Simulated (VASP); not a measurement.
Runs of VASP 6.6.1 on ZnIn2Cl4. The structure is that of space group I4/mmm (No. 139), or close to it. The cells are those of the table. 

```csv
level,potentials or basis,cell,k mesh,smearing,gap on the mesh (eV),pressure (GPa),largest force (eV/Å)
PBE,"VASP PAW PBE potentials, release 64 (Zn, In_d, Cl)","a = 6.672 Å, angles 112.2, 112.2, 104.2°, 7 atoms",6 × 6 × 6,gaussian 0.02 eV,2.25,0.0,0.01
LDA,"VASP PAW LDA potentials, release 64 (Zn, In_d, Cl)","a = 6.672 Å, angles 112.2, 112.2, 104.2°, 7 atoms",6 × 6 × 6,gaussian 0.02 eV,(a),-3.1,0.36
PBE,"VASP PAW PBE potentials, release 64 (Zn, In_d, Cl)","a = 6.409 Å, angles 117.0, 117.0, 95.2°, 7 atoms",4 × 4 × 4,gaussian 0.1 eV,2.51,14.0,5.51
PBE,"VASP PAW PBE potentials, release 64 (Zn, In_d, Cl)","a = 6.684 Å, angles 112.9, 112.9, 102.8°, 7 atoms",4 × 4 × 4,gaussian 0.1 eV,(b),0.0,0.05
```

Alike in all rows: task single point; no spin polarisation; cutoff (eV) 520.

Question: Fill in the values left out.

Answer: (a) 2.09; (b) 2.38.

Caveats: spin-orbit coupling is left out, which moves the levels of the heavy elements; forces of over 1 eV/Å act on the atoms, so gaps and moduli don't describe the material at rest (some runs).

A k mesh can miss the band edges, and the runs leave out spin-orbit coupling on In.
